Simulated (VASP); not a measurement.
# Sb3Ru (Pm-3m) in VASP: notebook

Sb3Ru is run at these levels: PBE; tasks: single point, relaxation of cell and atoms.

Everything below comes from runs of VASP 6.6.1. Logs are shortened: lines on timing, memory, paths and dates and some standing lists are left out, and cuts for length are marked.

### Step 1. The cell of the first run

The structure is cubic, space group Pm-3m (No. 221). Conventional cell: a = 4.495 Å, b = 4.495 Å, c = 4.495 Å, α = 90.00°, β = 90.00°, γ = 90.00°. Within 4.2 Å of Sb (site symmetry 4/mmm) lie 8 Sb at 3.18 Å and 4 Ru at 3.18 Å. Within 4.2 Å of Ru (site symmetry m-3m) lie 12 Sb at 3.18 Å.

### Step 2. Single point, PBE

File INCAR:

```
PREC = Accurate
ENCUT = 520
EDIFF = 1E-6
ISMEAR = 0
SIGMA = 0.1
LREAL = False
LASPH = True
NELM = 60
ALGO = Normal
ISIF = 2
LWAVE = False
LCHARG = False
GGA = PE
NBANDS = 22
```

File KPOINTS:

```
Automatic mesh
0
Gamma
  10 10 10
```

File POSCAR:

```
Sb3Ru
1.0
    4.4947288221      0.0000000000      0.0000000000
    0.0000000000      4.4947288221      0.0000000000
    0.0000000000      0.0000000000      4.4947288221
Sb Ru
3 1
Direct
    0.0000000000      0.5000000000      0.5000000000
    0.5000000000      0.0000000000      0.5000000000
    0.5000000000      0.5000000000      0.0000000000
    0.0000000000      0.0000000000      0.0000000000
```

Potentials or basis: VASP PAW PBE potentials, release 64 (Sb, Ru_pv).

Started as:

```
$ cat potpaw_PBE.64/Sb/POTCAR potpaw_PBE.64/Ru_pv/POTCAR > POTCAR
$ mpirun -np 1 vasp_std > vasp.out
```

OUTCAR:

```text
PREC = Accurate
   ENCUT = 520
   EDIFF = 1E-6
   ISMEAR = 0
   LREAL = False
   LASPH = True
   NELM = 60
   ISIF = 2
   GGA = PE

 ion  position               nearest neighbor table
   1  0.000  0.500  0.500-   2 3.18   3 3.18   4 3.18   3 3.18   4 3.18   2 3.18   4 3.18   4 3.18
                             2 3.18   3 3.18   3 3.18   2 3.18
   2  0.500  0.000  0.500-   1 3.18   3 3.18   4 3.18   3 3.18   4 3.18   1 3.18   3 3.18   3 3.18
                             1 3.18   4 3.18   4 3.18   1 3.18
   3  0.500  0.500  0.000-   1 3.18   2 3.18   4 3.18   1 3.18   2 3.18   2 3.18   4 3.18   2 3.18
                             1 3.18   4 3.18   1 3.18   4 3.18
   4  0.000  0.000  0.000-   1 3.18   2 3.18   3 3.18   1 3.18   2 3.18   1 3.18   3 3.18   1 3.18
                             2 3.18   3 3.18   2 3.18   3 3.18

  LATTYP: Found a simple cubic cell.
 ALAT       =     4.4947288221

  Lattice vectors:

 A1 = (   4.4947288221,   0.0000000000,   0.0000000000)
 A2 = (   0.0000000000,   4.4947288221,   0.0000000000)
 A3 = (   0.0000000000,   0.0000000000,   4.4947288221)

Analysis of symmetry for initial positions (statically):
=====================================================================
 Subroutine PRICEL returns:
 Original cell was already a primitive cell.

 Routine SETGRP: Setting up the symmetry group for a
 simple cubic supercell.

 Subroutine GETGRP returns: Found 48 space group operations
 (whereof 48 operations were pure point group operations)
 out of a pool of 48 trial point group operations.

The static configuration has the point symmetry O_h .

Analysis of symmetry for dynamics (positions and initial velocities):
=====================================================================
 Subroutine PRICEL returns:
 Original cell was already a primitive cell.

 Routine SETGRP: Setting up the symmetry group for a
 simple cubic supercell.

 Subroutine GETGRP returns: Found 48 space group operations
 (whereof 48 operations were pure point group operations)
 out of a pool of 48 trial point group operations.

The dynamic configuration has the point symmetry O_h .

 Subroutine INISYM returns: Found 48 space group operations
 (whereof 48 operations are pure point group operations),
 and found     1 'primitive' translations

----------------------------------------------------------------------------------------

                                     Primitive cell

  volume of cell :      90.8052

  direct lattice vectors                    reciprocal lattice vectors
     4.494728822  0.000000000  0.000000000     0.222482833  0.000000000  0.000000000
     0.000000000  4.494728822  0.000000000     0.000000000  0.222482833  0.000000000
     0.000000000  0.000000000  4.494728822     0.000000000  0.000000000  0.222482833

  length of vectors
     4.494728822  4.494728822  4.494728822     0.222482833  0.222482833  0.222482833

  position of ions in fractional coordinates (direct lattice)
     0.000000000  0.500000000  0.500000000
     0.500000000  0.000000000  0.500000000
     0.500000000  0.500000000  0.000000000
     0.000000000  0.000000000  0.000000000

  ion indices of the primitive-cell ions
   primitive index   ion index
                 1           1
                 2           2
                 3           3
                 4           4

----------------------------------------------------------------------------------------

 KPOINTS: Automatic mesh

Automatic generation of k-mesh.
 Grid dimensions read from file:
 generate k-points for:   10   10   10

 Generating k-lattice:

  Cartesian coordinates                     Fractional coordinates (reciprocal lattice)
     0.022248283  0.000000000  0.000000000     0.100000000  0.000000000  0.000000000
     0.000000000  0.022248283  0.000000000     0.000000000  0.100000000  0.000000000
     0.000000000  0.000000000  0.022248283     0.000000000  0.000000000  0.100000000

  Length of vectors
     0.022248283  0.022248283  0.022248283

  Shift w.r.t. Gamma in fractional coordinates (k-lattice)
     0.000000000  0.000000000  0.000000000

 Subroutine IBZKPT returns following result:
 ===========================================

 Found     56 irreducible k-points:

 Following reciprocal coordinates:
            Coordinates               Weight
  0.000000  0.000000  0.000000      1.000000
  0.100000  0.000000  0.000000      6.000000
  0.200000  0.000000  0.000000      6.000000
  0.300000  0.000000  0.000000      6.000000
  0.400000  0.000000  0.000000      6.000000
  0.500000  0.000000  0.000000      3.000000
[... 16 lines left out ...]
  0.200000  0.100000  0.100000     24.000000
  0.300000  0.100000  0.100000     24.000000
 [... further k-points ...]
   k-points           NKPTS =     56   k-points in BZ     NKDIM =     56   number of bands    NBANDS=     22
   number of dos      NEDOS =    301   number of ions     NIONS =      4
   total plane-waves  NPLWV =  46656
   dimension x,y,z NGX =    36 NGY =   36 NGZ =   36
   dimension x,y,z NGXF=    72 NGYF=   72 NGZF=   72
   ions per type =               3   1
   NGX,Y,Z   is equivalent  to a cutoff of  13.32, 13.32, 13.32 a.u.
   NGXF,Y,Z  is equivalent  to a cutoff of  26.63, 26.63, 26.63 a.u.
 SYSTEM =  unknown system
   PREC   = accura    normal or accurate (medium, high low for compatibility)
   ISTART =      0    job   : 0-new  1-cont  2-samecut
   ICHARG =      2    charge: 1-file 2-atom 10-const
   ISPIN  =      1    spin polarized calculation?
   LNONCOLLINEAR =      F non collinear calculations
   LSORBIT =      F    spin-orbit coupling
   LASPH  =      T    aspherical Exc in radial PAW
   ENCUT  =  520.0 eV  38.22 Ry    6.18 a.u.   8.36  8.36  8.36*2*pi/ulx,y,z
   NELM   =     60;   NELMIN=  2; NELMDL= -5     # of ELM steps
   EDIFF  = 0.1E-05   stopping-criterion for ELM
   LREAL  =      F    real-space projection
   EDIFFG = 0.1E-04   stopping-criterion for IOM
   NSW    =      0    number of steps for IOM
   IBRION =     -1    ionic relax: 0-MD 1-quasi-New 2-CG
   NFREE  =      0    steps in history (QN), initial steepest desc. (CG)
   ISIF   =      2    stress and relaxation
   ISYM   =      2    0-nonsym 1-usesym 2-fastsym
   POTIM  = 0.5000    time-step for ionic-motion
   TEBEG  =    0.0;   TEEND  =   0.0 temperature during run
   PSTRESS=    0.0 pullay stress
   NELECT =      29.0000    total number of electrons
   NUPDOWN=      -1.0000    fix difference up-down
   EMIN   =  10.00;   EMAX   =-10.00  energy-range for DOS
   EFERMI =   0.00;   METHOD = LEGACY
   ISMEAR =     0;   SIGMA  =   0.10  broadening in eV -4-tet -1-fermi 0-gaus
   EFERMI_NEDOS =   21; number of points for ismear=-14 and -15
   IALGO  =     38    algorithm
   IMIX   =      4    mixing-type and parameters
     AMIX     =   0.40;   BMIX     =  1.00
     AMIX_MAG =   1.60;   BMIX_MAG =  1.00
  volume/ion in A,a.u.               =      22.70       153.20
  Fermi-wavevector in a.u.,A,eV,Ry     =   1.119019  2.114639 17.037253  1.252203
  Thomas-Fermi vector in A             =   2.255654
   LORBIT       =      0    0 simple, 1 ext, 2 COOP (PROOUT), +10 PAW based schemes
   GGA     = PE    functional components
   LHFCALC =     F    Hartree Fock is set to
   AEXX    =    0.0000 exact exchange contribution
   IVDW    =     0    specifies the selected vdW correction
   LEPSILON=     F    determine dielectric tensor
   LRPA    =     F    only Hartree local field effects (RPA)
 non-spin polarized calculation
 Gauss-broadening in eV      SIGMA  =   0.10
  energy-cutoff  :      520.00
  volume of cell :       90.81
 maximum number of plane-waves:      2477
 NGX is ok and might be reduce to    36
   NGX = 17   NGY = 17   NGZ = 17

 number of electron      28.9999996 magnetization

 Free energy of the ion-electron system (eV)
  ---------------------------------------------------
  ext. energy  EPLUGINS =         0.00000000
  ---------------------------------------------------
  free energy    TOTEN  =       -19.31937375 eV

  energy without entropy =      -19.30042941  energy(sigma->0) =      -19.30990158

 E-fermi :   9.5709     XC(G=0): -11.0149

 val. band max:        9.5563497720   @ k =   0.2000   0.2000   0.1000
 cond. band min:       9.5761759948   @ k =   0.5000   0.0000   0.0000
 fundamental gap:      0.0198262228
 Fermi energy:         9.5709148655

 k-point     1 :       0.0000    0.0000    0.0000
  band No.  band energies     occupation
      1     -32.1077      2.00000
      2     -32.1077      2.00000
      3     -32.1077      2.00000
      4      -3.6133      2.00000
      5       2.2883      2.00000
      6       2.2883      2.00000
[... 14 lines left out ...]
     21      12.8978      0.00000
     22      16.4336      0.00000

 k-point     2 :       0.1000    0.0000    0.0000
  band No.  band energies     occupation
      1     -32.1078      2.00000
      2     -32.1076      2.00000
      3     -32.1076      2.00000
      4      -3.5421      2.00000
      5       1.8720      2.00000
      6       2.3295      2.00000
[... 14 lines left out ...]
     21      12.6472      0.00000
     22      16.3957      0.00000

 k-point     3 :       0.2000    0.0000    0.0000
  band No.  band energies     occupation
      1     -32.1081      2.00000
      2     -32.1076      2.00000
      3     -32.1076      2.00000
      4      -3.3314      2.00000
      5       1.0239      2.00000
      6       2.4450      2.00000
[... 14 lines left out ...]
     21      12.3974      0.00000
     22      16.2968      0.00000

 k-point     4 :       0.3000    0.0000    0.0000
  band No.  band energies     occupation
      1     -32.1085      2.00000
      2     -32.1075      2.00000
      3     -32.1075      2.00000
      4      -2.9937      2.00000
      5       0.1245      2.00000
      6       2.6065      2.00000
[... 14 lines left out ...]
     21      12.6657      0.00000
     22      16.1758      0.00000

 k-point     5 :       0.4000    0.0000    0.0000
  band No.  band energies     occupation
      1     -32.1088      2.00000
      2     -32.1074      2.00000
      3     -32.1074      2.00000
      4      -2.5761      2.00000
      5      -0.6573      2.00000
      6       2.7579      2.00000
[... 14 lines left out ...]
     21      13.5291      0.00000
     22      16.0790      0.00000

 k-point     6 :       0.5000    0.0000    0.0000
  band No.  band energies     occupation
      1     -32.1090      2.00000
      2     -32.1074      2.00000
      3     -32.1074      2.00000
      4      -2.3119      2.00000
      5      -1.0464      2.00000
      6       2.8223      2.00000
[... 14 lines left out ...]
     21      14.9608      0.00000
     22      15.5521      0.00000

 k-point     7 :       0.1000    0.1000    0.0000
  band No.  band energies     occupation
      1     -32.1078      2.00000
      2     -32.1077      2.00000
      3     -32.1076      2.00000
      4      -3.4711      2.00000
      5       1.7560      2.00000
      6       2.1081      2.00000
[... 324 lines left out ...]
      6       0.1795      2.00000
[... 14 lines left out ...]
     21      14.3193      0.00000
     22      14.7340      0.00000

 k-point    21 :       0.5000    0.5000    0.0000
  band No.  band energies     occupation
      1     -32.1088      2.00000
      2     -32.1088      2.00000
      3     -32.1072      2.00000
      4      -0.8681      2.00000
      5      -0.3124      2.00000
      6      -0.3124      2.00000
[... 14 lines left out ...]
     21      14.2832      0.00000
     22      15.2592      0.00000

 k-point    22 :       0.1000    0.1000    0.1000
  band No.  band energies     occupation
      1     -32.1077      2.00000
      2     -32.1077      2.00000
      3     -32.1077      2.00000
      4      -3.4002      2.00000
      5       1.7963      2.00000
      6       1.7963      2.00000
[... 14 lines left out ...]
     21      12.7548      0.00000
     22      16.7499      0.00000

 k-point    23 :       0.2000    0.1000    0.1000
  band No.  band energies     occupation
      1     -32.1081      2.00000
      2     -32.1077      2.00000
      3     -32.1077      2.00000
      4      -3.1906      2.00000
      5       1.0579      2.00000
      6       1.9085      2.00000
[... 14 lines left out ...]
     21      12.7937      0.00000
     22      16.6713      0.00000

 k-point    24 :       0.3000    0.1000    0.1000
  band No.  band energies     occupation
      1     -32.1085      2.00000
      2     -32.1076      2.00000
      3     -32.1076      2.00000
      4      -2.8546      2.00000
      5       0.2076      2.00000
      6       2.0640      2.00000
[... 14 lines left out ...]
     21      13.0030      0.00000
     22      16.2686      0.00000

 [... further k-points ...]

------------------------ aborting loop because EDIFF is reached ----------------------------------------

  FORCE on cell =-STRESS in cart. coord.  units (eV):
  Direction    XX          YY          ZZ          XY          YZ          ZX
  --------------------------------------------------------------------------------------
  -------------------------------------------------------------------------------------
  Total       -0.0534114     -0.0534114     -0.0534114     -0.0000000     -0.0000000      0.0000000
  in kB       -0.9423977     -0.9423977     -0.9423977     -0.0000000     -0.0000000      0.0000000
  external PRESSURE =      -0.9423977 kB  Pullay stress =       0.0000000 kB

 VOLUME and BASIS-vectors are now :
 -----------------------------------------------------------------------------
  energy-cutoff  :      520.00
  volume of cell :       90.81
      direct lattice vectors                 reciprocal lattice vectors
     4.494728822  0.000000000  0.000000000     0.222482833  0.000000000  0.000000000
     0.000000000  4.494728822  0.000000000     0.000000000  0.222482833  0.000000000
     0.000000000  0.000000000  4.494728822     0.000000000  0.000000000  0.222482833

 POSITION                                       TOTAL-FORCE (eV/Angst)
 -----------------------------------------------------------------------------------
      0.00000      2.24736      2.24736         0.000000      0.000000      0.000000
      2.24736      0.00000      2.24736         0.000000      0.000000      0.000000
      2.24736      2.24736      0.00000         0.000000      0.000000      0.000000
      0.00000      0.00000      0.00000         0.000000      0.000000      0.000000
 -----------------------------------------------------------------------------------
    total drift:                               -0.000000     -0.000000     -0.000000

  FREE ENERGIE OF THE ION-ELECTRON SYSTEM (eV)
  ---------------------------------------------------
  free  energy   TOTEN  =       -19.3193737481 eV

  energy  without entropy=      -19.3004294065  energy(sigma->0) =      -19.30990158
```

Run time: 1.8 min. Hardware: 1 thread of AMD EPYC 7R13 (Zen 3), shared host; peak memory 0.23 GiB.

Results:

```
Free energy : -19.3194 eV
Pressure    : -0.1 GPa
```

Levels at points of the mesh, in eV from the Fermi level:
```tsv
k point	band 11	band 12	band 13	band 14	band 15	band 16	band 17	band 18	band 19	band 20
(0.00, 0.00, 0.00)	-1.09	-1.09	-0.60	-0.60	0.01	0.98	0.98	0.98	3.33	3.33
(0.50, 0.00, 0.00)	-1.59	-1.59	-1.03	-0.71	-0.35	0.01	0.01	2.32	3.81	3.81
(0.50, 0.50, 0.00)	-1.61	-0.78	-0.73	-0.63	-0.63	-0.21	1.91	1.91	3.84	4.33
(0.50, 0.50, 0.50)	-0.65	-0.59	-0.59	-0.20	-0.20	-0.20	4.66	4.66	5.10	5.10
```

Caveat: spin-orbit coupling is left out, which moves the levels of the heavy elements.

### Step 3. Relaxation of cell and atoms, PBE

This run uses another cell than the first one, of 23.59 Å³/atom, 1.039 times its volume.

File INCAR:

```
SYSTEM = Sb3Ru
  PREC = Accurate
  ENCUT = 600
  EDIFF = 1E-6
  ISMEAR = 0
  SIGMA = 0.1
  LREAL = .FALSE.
  LASPH = .TRUE.
  NELM = 100
  ALGO = Normal
  ISIF = 3
  LWAVE = .FALSE.
  LCHARG = .FALSE.
  GGA = PE
  IBRION = 2
  NSW = 100
  EDIFFG = -0.01
```

File KPOINTS:

```
Automatic mesh
0
G
  10 10 10
  0 0 0
```

File POSCAR:

```
Sb3Ru
1.0
    4.5529273392      0.0000000000      0.0000000000
    0.0000000000      4.5529273392      0.0000000000
    0.0000000000      0.0000000000      4.5529273392
Sb Ru
3 1
Direct
    0.0000000000      0.5000000000      0.5000000000
    0.5000000000      0.0000000000      0.5000000000
    0.5000000000      0.5000000000      0.0000000000
    0.0000000000      0.0000000000      0.0000000000
```

Potentials or basis: VASP PAW PBE potentials, release 64 (Sb, Ru_pv).

Started as:

```
$ cat potpaw_PBE.64/Sb/POTCAR potpaw_PBE.64/Ru_pv/POTCAR > POTCAR
$ mpirun -np 1 vasp_std > vasp.out
```

It took 8.6 min on 1 thread of AMD EPYC 7R13, shared host; peak memory 0.27 GiB.

Results (log left out):

* Free energy: -19.3200 eV
* Relaxed volume: 22.68 Å³/atom
* Relaxed cell: a = 4.493 Å, b = 4.493 Å, c = 4.493 Å, α = 90.00°, β = 90.00°, γ = 90.00°
* Space group after relaxing (to 0.05 Å): Pm-3m (No. 221)
* Energy gained by relaxing: 9.4 meV/atom
* Ionic steps: 3
* Pressure after relaxing: 0.0 GPa

Step by step:
```tsv
step	energy change (eV)	largest force (eV/Å)	pressure (GPa)	volume (Å³)
1	0.0000	0.0000	-3.16	94.38
2	-0.0172	0.0000	2.68	88.16
3	-0.0378	0.0000	-0.01	90.71
```

Final structure:
```
Sb Ru
1.0
     4.49311    0.00000    0.00000
     0.00000    4.49311    0.00000
     0.00000    0.00000    4.49311
Sb Ru
3 1
Direct
  0.00000 0.50000 0.50000
  0.50000 0.00000 0.50000
  0.50000 0.50000 0.00000
  0.00000 0.00000 0.00000
```

Levels at points of the mesh, in eV from the Fermi level:
| k point | band 11 | band 12 | band 13 | band 14 | band 15 | band 16 | band 17 | band 18 |
| --- | --- | --- | --- | --- | --- | --- | --- | --- |
| (0.00, 0.00, 0.00) | -1.09 | -1.09 | -0.60 | -0.60 | 0.01 | 0.98 | 0.98 | 0.98 |
| (0.50, 0.00, 0.00) | -1.59 | -1.59 | -1.03 | -0.72 | -0.35 | 0.00 | 0.00 | 2.32 |
| (0.50, 0.50, 0.00) | -1.61 | -0.78 | -0.73 | -0.63 | -0.63 | -0.21 | 1.91 | 1.91 |
| (0.50, 0.50, 0.50) | -0.65 | -0.59 | -0.59 | -0.20 | -0.20 | -0.20 | 4.66 | 4.66 |

Caveat: spin-orbit coupling is left out, which moves the levels of the heavy elements.
